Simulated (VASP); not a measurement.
A run of VASP 6.6.1:

The input POSCAR:

```
AlGa2N3
1.0
    3.1504248051      0.0000000000      0.0000000000
   -1.5752124025      2.7283479139      0.0000000000
    0.0000000000      0.0000000000      7.7184207117
Al Ga N
1 2 3
Direct
    0.0000000000      0.0000000000     -0.0002595816
    0.6666666667      0.3333333333      0.6691845296
    0.3333333333      0.6666666667      0.3310427079
    0.6666666667      0.3333333333      0.9230950450
    0.3333333333      0.6666666667      0.5830147739
    0.0000000000      0.0000000000      0.2439225251
```

Contents of INCAR.step1:

```
ALGO = Normal
EDIFF = 1E-4
ENCUT = 520
GGA = PE
ISMEAR = -1
LASPH = True
LCHARG = False
LREAL = False
LWAVE = True
NBANDS = 31
NELM = 60
PREC = Accurate
SIGMA = 0.02
```

The input INCAR.step2:

```
ALGO = Normal
EDIFF = 1E-6
ENCUT = 520
ISIF = 2
ISMEAR = -1
ISTART = 1
LASPH = True
LCHARG = False
LMIXTAU = True
LREAL = False
LWAVE = False
METAGGA = R2SCAN
NBANDS = 31
NELM = 60
PREC = Accurate
SIGMA = 0.02
```

KPOINTS

```
k-points
0
Gamma
  12 12 4
```

Potentials or basis: VASP PAW PBE potentials, release 64 (Al, Ga_d, N).

Command:

```sh
$ cat potpaw_PBE.64/Al/POTCAR potpaw_PBE.64/Ga_d/POTCAR potpaw_PBE.64/N/POTCAR > POTCAR
$ cp INCAR.step1 INCAR
$ mpirun -np 1 vasp_std > vasp.out
$ cp INCAR.step2 INCAR
$ mpirun -np 1 vasp_std > vasp.out
```

Hardware: 1 thread of Intel(R) Xeon(R) Platinum 8488C (Sapphire Rapids), with other jobs on the host.

Question: Estimate the wall time of this run.

Answer: Wall time 6.6 min on 1 thread of Intel(R) Xeon(R) Platinum 8488C (Sapphire Rapids), with other jobs on the host, peak memory 0.26 GiB. Counts: k points 69.
